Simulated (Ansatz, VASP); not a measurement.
**Two plane-wave programs on Ru**

POSCAR

```
Ru
1.0
    2.7059477279      0.0000000000      0.0000000000
   -1.3529738639      2.3434194737      0.0000000000
    0.0000000000      0.0000000000      4.2579056513
Ru
2
Direct
    0.3333333333      0.6666666667      0.2500000000
    0.6666666667      0.3333333333      0.7500000000
```

File INCAR.step1:

```
PREC     = Accurate       # precision mode
ENCUT    = 520            # plane-wave cutoff, eV
ISMEAR   = -1             # smearing method
SIGMA    = 1.0            # smearing width, eV
LREAL    = F              # projectors in reciprocal space
LASPH    = T              # aspherical terms in the spheres
NELM     = 60             # most SCF steps
NBANDS   = 21             # bands
GGA      = PE             # functional
ALGO     = Normal         # electronic algorithm
EDIFF    = 1E-4           # SCF threshold, eV
LWAVE    = T              # write WAVECAR
LCHARG   = F              # write CHGCAR
```

INCAR.step2

```
PREC     = Accurate       # precision mode
ENCUT    = 520            # plane-wave cutoff, eV
EDIFF    = 1E-6           # SCF threshold, eV
ISMEAR   = -1             # smearing method
SIGMA    = 1.0            # smearing width, eV
LREAL    = F              # projectors in reciprocal space
LASPH    = T              # aspherical terms in the spheres
NELM     = 60             # most SCF steps
ALGO     = Normal         # electronic algorithm
ISIF     = 2              # what is computed and relaxed
LWAVE    = F              # write WAVECAR
LCHARG   = F              # write CHGCAR
METAGGA  = R2SCAN         # meta-GGA
LMIXTAU  = T            
NBANDS   = 21             # bands
ISTART   = 1
```

File KPOINTS:

```
regular mesh
0
Gamma
  13 13 8
```

Input for Ansatz:

```yaml
crystal:
  lattice:
    - [2.7059477279, 0.0, 0.0]
    - [-1.3529738639, 2.3434194737, 0.0]
    - [0.0, 0.0, 4.2579056513]
  atoms:
    - { symbol: Ru, position: [0.3333333333, 0.6666666667, 0.25] }
    - { symbol: Ru, position: [0.6666666667, 0.3333333333, 0.75] }
hamiltonian:
  xc: r2scan
  pseudopotentials:
    kind: paw
    azcp:
      Ru: "pseudopotentials/Ru.paw.azcp"
basis:
  ecutwfc: 500
  fft_grid_basis: typed
kpoints:
  mp_grid: { grid: [13, 13, 8], shift: [0, 0, 0] }
magnetization:
  spin_polarized: false
scf:
  occupations: { method: fermi_dirac, width: 1.0 }
  lower_state_search: "off"
output:
  stress: true
  write_density: true
  write_potential: true
  elf: true
  volumetric_format: npy
```

Alike in both runs: task single point; functional r2SCAN; k mesh 13 × 13 × 8; occupations fermi-dirac, width 1 eV; no spin polarisation.

```csv
,VASP,Ansatz
version,VASP 6.6.1,Ansatz 0.2.0
potentials or method,"VASP PAW PBE potentials, release 64 (Ru_pv), cutoff 520 eV","plane waves (500 eV) with PAW, scalar-relativistic"
valence electrons in the cell,28,32
```

Ansatz gave:

| Item | Value |
| --- | --- |
| pressure (GPa) | 28.3 |
| traceless stress, the component that is largest in VASP (GPa) | 5.00 |

**Question.** What did VASP give for the same quantities?

**Answer.** Pressure (GPa): 29.9; traceless stress, the component that is largest in VASP (GPa): 5.13.

VASP's potentials were made for PBE, not for r2SCAN. Both programs put the cell under a high pressure, so it lies far from rest at this level. VASP's potentials hold 28 valence electrons a cell and Ansatz's 32, so a difference there can come from the potentials and not from the codes.
